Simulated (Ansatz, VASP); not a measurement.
**Sn in VASP and in Ansatz**

```
Sn
1.0
     0.00000    2.41248    2.41248
     2.41248    0.00000    2.41248
     2.41248    2.41248    0.00000
Sn
1
Direct
  0.00000 0.00000 0.00000
```

Alike in both runs: task single point; functional r2SCAN; k mesh 16 × 16 × 16; occupations gaussian, width 0.05 eV; no spin polarisation.

|  | VASP | Ansatz |
| --- | --- | --- |
| version | VASP 6.6.1 | Ansatz 0.2.0 |
| potentials or method | VASP PAW PBE potentials, release 64 (Sn_d), cutoff 550 eV | scalar-relativistic, plane waves, PAW |
| valence electrons in the cell | 14 | 14 |

|  | VASP | Ansatz | Ansatz less VASP |
| --- | --- | --- | --- |
| gap on the k mesh at the Fermi level (eV) | none | none | - |
| pressure (GPa) | -1.4 | -1.3 | +0.02 |

VASP's potentials were made for PBE, not for r2SCAN. A gap of «none» marks a metal or a gap that the smearing closes.
